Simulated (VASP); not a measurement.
Here is a VASP 6.6.1 calculation.

The input INCAR:

```
SYSTEM = Cl
PREC = Accurate
ENCUT = 520
EDIFF = 1E-7
ISMEAR = 0
SIGMA = 0.1
LREAL = .FALSE.
LASPH = .TRUE.
NELM = 60
ALGO = Normal
ISIF = 2
LWAVE = .FALSE.
LCHARG = .FALSE.
GGA = PS
NBANDS = 10
```

File KPOINTS:

```
Automatic mesh
0
G
  6 6 10
  0 0 0
```

Contents of POSCAR:

```
Cl
1.0
    2.0573501362     -3.0494735082      0.0071026955
    2.0573501362      3.0494735082      0.0071026955
   -1.3070692872      0.0000000000      1.9234425052
Cl
1
Direct
    0.5000000000      0.5000000000      0.5000000000
```

Potentials or basis: VASP PAW PBE potentials, release 64 (Cl).

Run with:

```console
$ cat potpaw_PBE.64/Cl/POTCAR > POTCAR
$ mpirun -np 1 vasp_std > vasp.out
```

Task: Estimate the pressure.

Result: -1.3 GPa.

Task: Predict the band gap on the k mesh.

Result: Zero (an odd number of electrons rules out a gap without spin polarisation).

Stress tensor (GPa, compression positive):
```
-1.99  0.00  1.32
 0.00  1.07  0.00
 1.32  0.00 -2.97
```

Caveat: the cell differs from its parent crystal (I replaced by Cl, lengths x 0.840, strained); the PAW data sets were made with another functional, which shifts forces and pressure a little; an odd number of electrons without spin polarisation forces a metal; a magnetic or distorted state may lie lower.
